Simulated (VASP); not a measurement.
## CsBa3: single point with PBEsol

The system is CsBa3.

```
CELL_PARAMETERS angstrom
0.00000 5.06113 5.06113
5.06113 0.00000 5.06113
5.06113 5.06113 0.00000
ATOMIC_POSITIONS crystal
Ba 0.50000 0.50000 0.50000
Ba 0.75000 0.75000 0.75000
Ba 0.25000 0.25000 0.25000
Cs 0.00000 0.00000 0.00000
```

```json
{
  "Program": "VASP 6.6.1",
  "Task": "single point",
  "Functional": "PBEsol",
  "Potentials or basis": "VASP PAW PBE potentials, release 64 (Ba_sv, Cs_sv)",
  "Cutoff": "520 eV",
  "k mesh": "5 × 5 × 5",
  "Occupations": "fermi-dirac, width 0.05 eV",
  "Spin": "no spin polarisation"
}
```

* Pressure: 0.1 GPa
* Band gap on the k mesh: zero (an odd number of electrons rules out a gap without spin polarisation)

Levels at points of the mesh, in eV from the Fermi level:
```csv
k point,band 16,band 17,band 18,band 19,band 20,band 21,band 22,band 23
"(0.00, 0.00, 0.00)",-9.65,-2.58,-0.39,-0.39,0.66,0.66,0.66,0.66
```

Wall time 2.2 min on 1 thread of Intel Xeon 8259CL, on a shared host, peak memory 0.41 GiB.

Caveat: the PAW data sets were made with another functional, which shifts forces and pressure a little; spin-orbit coupling is left out, which moves the levels of the heavy elements.
